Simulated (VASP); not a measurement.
Input of a VASP 6.6.1 run:

The input INCAR:

```
SYSTEM = Al
  PREC = Accurate
  ENCUT = 520
  EDIFF = 1E-6
  ISMEAR = 0
  SIGMA = 0.1
  LREAL = .FALSE.
  LASPH = .TRUE.
  NELM = 100
  ALGO = Normal
  ISIF = 2
  LWAVE = .FALSE.
  LCHARG = .FALSE.
  GGA = PE
  NBANDS = 14
```

Contents of KPOINTS:

```
Automatic mesh
0
G
  4 4 6
  0 0 0
```

Contents of POSCAR:

```
Al
1.0
    4.1995849312      0.0000000000      0.5671477848
    0.0000000000      4.2212021814      0.0000000000
   -0.6450035247      0.0000000000      3.6717502507
Al
4
Direct
    0.7499624064      0.7499930396      0.5000604473
    0.2500375936      0.7499930396      0.9999395527
    0.2500375936      0.2500069604      0.4999395527
    0.7499624064      0.2500069604      0.0000604473
```

Potentials or basis: VASP PAW PBE potentials, release 64 (Al).

Launch:

```bash
$ cat potpaw_PBE.64/Al/POTCAR > POTCAR
$ mpirun -np 1 vasp_std > vasp.out
```

What does it give for the band gap on the k mesh?

Zero (band 6 reaches 10.08 eV, above the bottom of band 7 at 3.85 eV).

Estimate the pressure.

0.1 GPa.

Caveat: the k points lie up to 0.37 Å⁻¹ apart.
